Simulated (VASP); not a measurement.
# Sc4Al (P6_3/mmc) in VASP: notebook

Runs on Sc4Al. Level: PBE. Tasks: relaxation of cell and atoms, single point.

Program: VASP 6.6.1. These are calculated values, not measurements. Logs are shortened: lines on timing, memory, paths and dates and some standing lists are left out, and cuts for length are marked.

### 1 The cell of the first run

Symmetry: P6_3/mmc, No. 194, hexagonal system. The conventional cell has a = 2.942 Å, b = 2.942 Å, c = 23.870 Å, α = 90.00°, β = 90.00°, γ = 120.00°. Sc (site symmetry 3m) has 3 Al at 2.93 Å and 9 Sc at 2.93 to 2.94 Å within 3.9 Å. Sc (site symmetry 3m) has 12 Sc at 2.93 to 2.94 Å within 3.9 Å. Within 3.9 Å of Al (site symmetry -6m2) lie 6 Sc at 2.93 Å and 6 Al at 2.94 Å.

### 2 Relaxation of cell and atoms, PBE

INCAR

```
ALGO = Fast
EDIFF = 1E-6
EDIFFG = -0.04
ENCUT = 600
GGA = PE
IBRION = 2
ISIF = 3
ISMEAR = 0
LASPH = T
LCHARG = F
LREAL = F
LWAVE = F
NELM = 100
NSW = 90
PREC = Accurate
SIGMA = 0.1
```

KPOINTS

```
k-points
0
Gamma
  6 6 1
```

POSCAR

```
Sc4Al
1.0
    2.9415988300      0.0000000000      0.0000000000
   -1.4707994200      2.5474993200      0.0000000000
    0.0000000000      0.0000000000     23.8695183700
Sc Al
8 2
Direct
    0.3333333300      0.6666666700      0.6500000000
    0.3333333300      0.6666666700      0.8500000000
    0.3333333300      0.6666666700      0.0500000000
    0.3333333300      0.6666666700      0.4500000000
    0.6666666700      0.3333333300      0.9500000000
    0.6666666700      0.3333333300      0.1500000000
    0.6666666700      0.3333333300      0.3500000000
    0.6666666700      0.3333333300      0.5500000000
    0.3333333300      0.6666666700      0.2500000000
    0.6666666700      0.3333333300      0.7500000000
```

Potentials or basis: VASP PAW PBE potentials, release 64 (Sc_sv, Al).

Command:

```bash
$ cat potpaw_PBE.64/Sc_sv/POTCAR potpaw_PBE.64/Al/POTCAR > POTCAR
$ mpirun -np 1 vasp_std > vasp.out
```

OUTCAR:

```text
EDIFF = 1E-6
   EDIFFG = -0.04
   ENCUT = 600
   GGA = PE
   IBRION = 2
   ISIF = 3
   ISMEAR = 0
   LASPH = T
   LREAL = F
   NELM = 100
   NSW = 90
   PREC = Accurate

 ion  position               nearest neighbor table
   1  0.333  0.667  0.650-   8 2.93  10 2.93   8 2.93  10 2.93   8 2.93  10 2.93
   2  0.333  0.667  0.850-   5 2.93  10 2.93   5 2.93  10 2.93   5 2.93  10 2.93
   3  0.333  0.667  0.050-   5 2.93   6 2.93   5 2.93   6 2.93   5 2.93   6 2.93
   4  0.333  0.667  0.450-   8 2.93   7 2.93   8 2.93   7 2.93   8 2.93   7 2.93
   5  0.667  0.333  0.950-   3 2.93   2 2.93   3 2.93   2 2.93   3 2.93   2 2.93
   6  0.667  0.333  0.150-   3 2.93   9 2.93   3 2.93   9 2.93   3 2.93   9 2.93
   7  0.667  0.333  0.350-   4 2.93   9 2.93   4 2.93   9 2.93   4 2.93   9 2.93
   8  0.667  0.333  0.550-   4 2.93   1 2.93   4 2.93   1 2.93   4 2.93   1 2.93
   9  0.333  0.667  0.250-   6 2.93   7 2.93   6 2.93   7 2.93   6 2.93   7 2.93
  10  0.667  0.333  0.750-   1 2.93   2 2.93   1 2.93   2 2.93   1 2.93   2 2.93

  LATTYP: Found a hexagonal cell.
 ALAT       =     2.9415988300
 C/A-ratio  =     8.1144709899

  Lattice vectors:

 A1 = (   2.9415988300,   0.0000000000,   0.0000000000)
 A2 = (  -1.4707994200,   2.5474993200,   0.0000000000)
 A3 = (   0.0000000000,   0.0000000000,  23.8695183700)

Analysis of symmetry for initial positions (statically):
=====================================================================
 Subroutine PRICEL returns:
 Original cell was already a primitive cell.

 Routine SETGRP: Setting up the symmetry group for a
 hexagonal supercell.

 Subroutine GETGRP returns: Found 24 space group operations
 (whereof 12 operations were pure point group operations)
 out of a pool of 24 trial point group operations.

The static configuration has the point symmetry D_3d.
 The point group associated with its full space group is D_6h.

Analysis of symmetry for dynamics (positions and initial velocities):
=====================================================================
 Subroutine PRICEL returns:
 Original cell was already a primitive cell.

 Routine SETGRP: Setting up the symmetry group for a
 hexagonal supercell.

 Subroutine GETGRP returns: Found 24 space group operations
 (whereof 12 operations were pure point group operations)
 out of a pool of 24 trial point group operations.

The dynamic configuration has the point symmetry D_3d.
 The point group associated with its full space group is D_6h.

 Subroutine INISYM returns: Found 24 space group operations
 (whereof 12 operations are pure point group operations),
 and found     1 'primitive' translations

----------------------------------------------------------------------------------------

                                     Primitive cell

  volume of cell :     178.8715

  direct lattice vectors                    reciprocal lattice vectors
     2.941598830  0.000000000  0.000000000     0.339951182  0.196270907  0.000000000
    -1.470799420  2.547499320  0.000000000     0.000000000  0.392541812  0.000000000
     0.000000000  0.000000000 23.869518370     0.000000000  0.000000000  0.041894436

  length of vectors
     2.941598830  2.941598837 23.869518370     0.392541813  0.392541812  0.041894436

  position of ions in fractional coordinates (direct lattice)
     0.333333330  0.666666670  0.650000000
     0.333333330  0.666666670  0.850000000
     0.333333330  0.666666670  0.050000000
     0.333333330  0.666666670  0.450000000
     0.666666670  0.333333330  0.950000000
     0.666666670  0.333333330  0.150000000
     0.666666670  0.333333330  0.350000000
     0.666666670  0.333333330  0.550000000
     0.333333330  0.666666670  0.250000000
     0.666666670  0.333333330  0.750000000

  ion indices of the primitive-cell ions
   primitive index   ion index
                 1           1
                 2           2
                 3           3
                 4           4
                 5           5
                 6           6
                 7           7
                 8           8
                 9           9
                10          10

[... 37 lines left out ...]
   total plane-waves  NPLWV = 110592
   dimension x,y,z NGX =    24 NGY =   24 NGZ =  192
   dimension x,y,z NGXF=    48 NGYF=   48 NGZF=  384
   ions per type =               8   2
   NGX,Y,Z   is equivalent  to a cutoff of  13.56, 13.56, 13.37 a.u.
   NGXF,Y,Z  is equivalent  to a cutoff of  27.13, 27.13, 26.74 a.u.
 SYSTEM =  unknown system
   PREC   = accura    normal or accurate (medium, high low for compatibility)
   ISTART =      0    job   : 0-new  1-cont  2-samecut
   ICHARG =      2    charge: 1-file 2-atom 10-const
   ISPIN  =      1    spin polarized calculation?
   LNONCOLLINEAR =      F non collinear calculations
   LSORBIT =      F    spin-orbit coupling
   LASPH  =      T    aspherical Exc in radial PAW
   ENCUT  =  600.0 eV  44.10 Ry    6.64 a.u.   5.88  5.88 47.67*2*pi/ulx,y,z
   NELM   =    100;   NELMIN=  2; NELMDL= -5     # of ELM steps
   EDIFF  = 0.1E-05   stopping-criterion for ELM
   LREAL  =      F    real-space projection
   EDIFFG = -.4E-01   stopping-criterion for IOM
   NSW    =     90    number of steps for IOM
   IBRION =      2    ionic relax: 0-MD 1-quasi-New 2-CG
   NFREE  =      1    steps in history (QN), initial steepest desc. (CG)
   ISIF   =      3    stress and relaxation
   ISYM   =      2    0-nonsym 1-usesym 2-fastsym
   POTIM  = 0.5000    time-step for ionic-motion
   TEBEG  =    0.0;   TEEND  =   0.0 temperature during run
   PSTRESS=    0.0 pullay stress
   NELECT =      94.0000    total number of electrons
   NUPDOWN=      -1.0000    fix difference up-down
   EMIN   =  10.00;   EMAX   =-10.00  energy-range for DOS
   EFERMI =   0.00;   METHOD = LEGACY
   ISMEAR =     0;   SIGMA  =   0.10  broadening in eV -4-tet -1-fermi 0-gaus
   EFERMI_NEDOS =   21; number of points for ismear=-14 and -15
   IALGO  =     68    algorithm
   IMIX   =      4    mixing-type and parameters
     AMIX     =   0.40;   BMIX     =  1.00
     AMIX_MAG =   1.60;   BMIX_MAG =  1.00
  volume/ion in A,a.u.               =      17.89       120.71
  Fermi-wavevector in a.u.,A,eV,Ry     =   1.321104  2.496525 23.746468  1.745316
  Thomas-Fermi vector in A             =   2.450882
   LORBIT       =      0    0 simple, 1 ext, 2 COOP (PROOUT), +10 PAW based schemes
   GGA     = PE    functional components
   LHFCALC =     F    Hartree Fock is set to
   AEXX    =    0.0000 exact exchange contribution
   IVDW    =     0    specifies the selected vdW correction
   LEPSILON=     F    determine dielectric tensor
   LRPA    =     F    only Hartree local field effects (RPA)
 conjugate gradient relaxation of ions
 non-spin polarized calculation
 RMM-DIIS sequential band-by-band and
 Gauss-broadening in eV      SIGMA  =   0.10
  energy-cutoff  :      600.00
  volume of cell :      178.87
 maximum number of plane-waves:      5990
 NGX is ok and might be reduce to    24
   NGX = 11   NGY = 11   NGZ = 95

--------------------------------------- Ionic step        1  -------------------------------------------

 number of electron      94.0000008 magnetization

 Free energy of the ion-electron system (eV)
  ---------------------------------------------------
  ext. energy  EPLUGINS =         0.00000000
  ---------------------------------------------------
  free energy    TOTEN  =       -54.89036364 eV

  energy without entropy =      -54.81374812  energy(sigma->0) =      -54.85205588

 E-fermi :   6.0115     XC(G=0): -10.9779

 val. band max:        5.9997966780   @ k =   0.3333   0.1667   0.0000
 cond. band min:       6.0178623021   @ k =   0.5000   0.0000   0.0000
 fundamental gap:      0.0180656241
 Fermi energy:         6.0115368152

 k-point     1 :       0.0000    0.0000    0.0000
  band No.  band energies     occupation
      1     -42.7205      2.00000
      2     -42.7204      2.00000
      3     -42.6911      2.00000
      4     -42.6910      2.00000
      5     -42.6080      2.00000
      6     -42.6080      2.00000
[... 445 lines left out ...]
--------------------------------------- Ionic step        2  -------------------------------------------

 number of electron      94.0000022 magnetization

------------------------ aborting loop EDIFF was not reached (unconverged)  ----------------------------

  FORCE on cell =-STRESS in cart. coord.  units (eV):
  Direction    XX          YY          ZZ          XY          YZ          ZX
  --------------------------------------------------------------------------------------
  -------------------------------------------------------------------------------------
  Total       -2.4802101     -2.4802101      1.5297478      0.0000000      0.0000000      0.0000000
  in kB      -15.9327524    -15.9327525      9.8270272      0.0000000      0.0000000      0.0000000
  external PRESSURE =      -7.3461592 kB  Pullay stress =       0.0000000 kB
[... 31 lines left out ...]
--------------------------------------- Ionic step        3  -------------------------------------------

 number of electron      94.0000013 magnetization

------------------------ aborting loop EDIFF was not reached (unconverged)  ----------------------------

  FORCE on cell =-STRESS in cart. coord.  units (eV):
  Direction    XX          YY          ZZ          XY          YZ          ZX
  --------------------------------------------------------------------------------------
  -------------------------------------------------------------------------------------
  Total       -1.6739081     -1.6739081     -8.9189257      0.0000000      0.0000000      0.0000000
  in kB      -10.9682415    -10.9682416    -58.4410411      0.0000000      0.0000000      0.0000000
  external PRESSURE =     -26.7925081 kB  Pullay stress =       0.0000000 kB
[... 25 lines left out ...]
  FREE ENERGIE OF THE ION-ELECTRON SYSTEM (eV)
  ---------------------------------------------------
  free  energy   TOTEN  =       -57.3964214095 eV

  energy  without entropy=      -57.3030479987  energy(sigma->0) =      -57.34973470

[... ionic steps 4 to 9 ...]

--------------------------------------- Ionic step       10  -------------------------------------------

 number of electron      94.0000011 magnetization

------------------------ aborting loop because EDIFF is reached ----------------------------------------
[... 83 lines left out ...]
--------------------------------------- Ionic step       12  -------------------------------------------

 number of electron      94.0000002 magnetization

 Free energy of the ion-electron system (eV)
  ---------------------------------------------------
  ext. energy  EPLUGINS =         0.00000000
  ---------------------------------------------------
  free energy    TOTEN  =       -58.17596670 eV

  energy without entropy =      -58.09606373  energy(sigma->0) =      -58.13601521

 E-fermi :   4.0932     XC(G=0):  -9.8990

 val. band max:        4.0768775789   @ k =   0.1667   0.1667   0.0000
 cond. band min:       4.1074047808   @ k =   0.3333  -0.0000   0.0000
 fundamental gap:      0.0305272019
 Fermi energy:         4.0931890719

 k-point     1 :       0.0000    0.0000    0.0000
  band No.  band energies     occupation
      1     -45.3309      2.00000
      2     -45.3309      2.00000
      3     -45.3305      2.00000
      4     -45.3304      2.00000
      5     -45.2026      2.00000
      6     -45.2026      2.00000
[... 439 lines left out ...]
  FREE ENERGIE OF THE ION-ELECTRON SYSTEM (eV)
  ---------------------------------------------------
  free  energy   TOTEN  =       -58.1759666964 eV

  energy  without entropy=      -58.0960637276  energy(sigma->0) =      -58.13601521

 reached required accuracy - stopping structural energy minimisation
```

It took 26 min on 1 thread of AMD EPYC 9R45 (Zen 5), shared host; peak memory 0.36 GiB.

What came out:

- Free energy: -58.1760 eV
- Relaxed volume: 23.21 Å³/atom
- Relaxed cell: a = 3.261 Å, b = 3.261 Å, c = 25.210 Å, α = 90.00°, β = 90.00°, γ = 120.00°
- Space group after relaxing (to 0.1 Å): P6_3/mmc (No. 194)
- Pressure after relaxing: 0.2 GPa
- Largest force after relaxing: 0.010 eV/Å
- Band gap on the k mesh: zero (bands 47 and 48 overlap by 1.32 eV)

Forces in eV/Å, atoms in the order of the input:
```
Sc   0.000  0.000  0.006
Sc   0.000  0.000 -0.006
Sc   0.000  0.000 -0.010
Sc   0.000  0.000  0.010
Sc   0.000  0.000  0.010
Sc   0.000  0.000  0.006
Sc   0.000  0.000 -0.006
Sc   0.000  0.000 -0.010
Al   0.000  0.000  0.000
Al   0.000  0.000  0.000
```

Final structure:
```
Sc Al
1.0
     3.26076    0.00000    0.00000
    -1.63038    2.82390    0.00000
     0.00000    0.00000   25.21006
Sc Al
8 2
Direct
  0.33333 0.66667 0.65632
  0.33333 0.66667 0.84368
  0.33333 0.66667 0.05135
  0.33333 0.66667 0.44865
  0.66667 0.33333 0.94865
  0.66667 0.33333 0.15632
  0.66667 0.33333 0.34368
  0.66667 0.33333 0.55135
  0.33333 0.66667 0.25000
  0.66667 0.33333 0.75000
```

Caveat: the k points lie up to 0.37 Å⁻¹ apart in the final cell, too coarse for converged energies and pressures of a metal; the volume moved by over 15 % at a fixed basis, so the end points are rough.

### 3 Single point, PBE

This run uses another cell than the first one, of 23.24 Å³/atom.

INCAR

```
ALGO = Fast
EDIFF = 1E-6
ENCUT = 520
GGA = PE
ISIF = 2
ISMEAR = 0
LASPH = True
LCHARG = True
LELF = True
LREAL = False
LVHAR = True
LWAVE = False
NBANDS = 58
NELM = 60
PREC = Accurate
SIGMA = 0.1
```

KPOINTS

```
k-points
0
Gamma
  12 12 2
```

POSCAR

```
Sc4Al
1.0
    3.2559376102      0.0000000000      0.0000000000
   -1.6279688051      2.8197246836      0.0000000000
    0.0000000000      0.0000000000     25.3184373925
Sc Al
8 2
Direct
    0.3333333333      0.6666666667      0.6566045765
    0.3333333333      0.6666666667      0.8433954235
    0.3333333333      0.6666666667      0.0514063701
    0.3333333333      0.6666666667      0.4485936299
    0.6666666667      0.3333333333      0.9485936299
    0.6666666667      0.3333333333      0.1566045765
    0.6666666667      0.3333333333      0.3433954235
    0.6666666667      0.3333333333      0.5514063701
    0.3333333333      0.6666666667      0.2500000000
    0.6666666667      0.3333333333      0.7500000000
```

Potentials or basis: VASP PAW PBE potentials, release 64 (Sc_sv, Al).

Command:

```bash
$ cat potpaw_PBE.64/Sc_sv/POTCAR potpaw_PBE.64/Al/POTCAR > POTCAR
$ mpirun -np 1 vasp_std > vasp.out
```

It took 12 min on 1 thread of AMD EPYC 9R45 (Zen 5), shared host; peak memory 0.53 GiB.

Results (log left out):

```yaml
Free_energy: -58.1566 eV
Pressure: 0.0 GPa
Band_gap_on_the_k_mesh: zero (bands 47 and 48 overlap by 1.37 eV)
```

Levels at points of the mesh, in eV from the Fermi level:
```
           k point  band 42  band 43  band 44  band 45  band 46  band 47  band 48  band 49  band 50  band 51
(0.00, 0.00, 0.00)    -1.62    -0.13    -0.08     0.53     0.65     0.89     1.06     1.49     1.55     1.60
(0.50, 0.00, 0.00)    -1.21    -0.72    -0.49    -0.46    -0.34    -0.29    -0.29    -0.13    -0.09    -0.06
(0.00, 0.00, 0.50)    -1.80    -0.11    -0.11     0.58     0.58     0.99     0.99     1.52     1.54     1.61
(0.50, 0.00, 0.50)    -1.21    -0.64    -0.64    -0.41    -0.41    -0.23    -0.23    -0.11    -0.11    -0.04
```
